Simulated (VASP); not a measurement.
Here is a VASP 6.6.1 calculation.

INCAR

```
PREC     = Accurate       # precision mode
ENCUT    = 520            # plane-wave cutoff, eV
EDIFF    = 1E-7           # SCF threshold, eV
ISMEAR   = 0              # smearing method
SIGMA    = 0.05           # smearing width, eV
LREAL    = False          # projectors in reciprocal space
LASPH    = True           # aspherical terms in the spheres
NELM     = 60             # most SCF steps
ALGO     = Normal         # electronic algorithm
ISIF     = 2              # what is computed and relaxed
LWAVE    = False          # write WAVECAR
LCHARG   = False          # write CHGCAR
GGA      = PS             # functional
NBANDS   = 15             # bands
```

File KPOINTS:

```
Automatic mesh
0
Gamma
  6 6 6
```

Contents of POSCAR:

```
KBr
1.0
    0.0000000000      3.1438834418      3.2748785852
    3.1438834418      0.0000000000      3.2748785852
    3.1438834418      3.1438834418      0.0000000000
K Br
1 1
Direct
    0.0000000000      0.0000000000      0.0000000000
    0.5000000000      0.5000000000      0.5000000000
```

Potentials or basis: VASP PAW PBE potentials, release 64 (K_sv, Br).

Launch:

```bash
$ cat potpaw_PBE.64/K_sv/POTCAR potpaw_PBE.64/Br/POTCAR > POTCAR
$ mpirun -np 1 vasp_std > vasp.out
```

Question: What does it give for the pressure?

Answer: 1.7 GPa.

Question: What does it give for the band gap on the k mesh?

Answer: 4.53 eV.

Stress tensor (GPa, compression positive):
```
2.37 0.00 0.00
0.00 2.37 0.00
0.00 0.00 0.47
```

Caveat: the cell differs from its parent crystal (strain -0.040 along x and y, +0.000 along z); the PAW data sets were made with another functional, which shifts forces and pressure a little.
